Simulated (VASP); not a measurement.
Here is a VASP 6.6.1 calculation.

File INCAR:

```
PREC = Accurate
ENCUT = 500
EDIFF = 1E-6
ISMEAR = 0
SIGMA = 0.02
LREAL = False
LASPH = True
NELM = 120
ALGO = Normal
ISIF = 2
LWAVE = False
LCHARG = False
GGA = PS
NBANDS = 30
GGA_COMPAT = False
```

KPOINTS

```
Automatic mesh
0
Gamma
  9 9 9
```

The input POSCAR:

```
B
1.0
    2.4380633609      1.4076165394      4.1662334898
   -2.4380633609      1.4076165394      4.1662334898
    0.0000000000     -2.8152330738      4.1662334915
B
12
Direct
    0.0106130918      0.6538281694      0.0106130918
    0.0106130918      0.0106130918      0.6538281694
    0.6538281694      0.0106130918      0.0106130918
    0.3461718306      0.9893869082      0.9893869082
    0.9893869082      0.3461718306      0.9893869082
    0.9893869082      0.9893869082      0.3461718306
    0.2215966160      0.6297950299      0.2215966160
    0.2215966160      0.2215966160      0.6297950299
    0.6297950299      0.2215966160      0.2215966160
    0.3702049701      0.7784033840      0.7784033840
    0.7784033840      0.3702049701      0.7784033840
    0.7784033840      0.7784033840      0.3702049701
```

Potentials or basis: VASP PAW PBE potentials, release 64 (B).

The run is started by

```sh
$ cat potpaw_PBE.64/B/POTCAR > POTCAR
$ mpirun -np 1 vasp_std > vasp.out
```

Task: What does it give for the pressure?

Result: 0.4 GPa.

Task: Estimate the largest force.

Result: 0.030 eV/Å.

Forces on the atoms (eV/Å):
```
B    0.016 -0.009 -0.014
B    0.000  0.018 -0.014
B   -0.016 -0.009 -0.014
B    0.016  0.009  0.014
B   -0.016  0.009  0.014
B    0.000 -0.018  0.014
B    0.025 -0.015  0.008
B    0.000  0.029  0.008
B   -0.025 -0.015  0.008
B    0.025  0.015 -0.008
B   -0.025  0.015 -0.008
B    0.000 -0.029 -0.008
```

Caveat: the PAW data sets were made with another functional, which shifts forces and pressure a little.
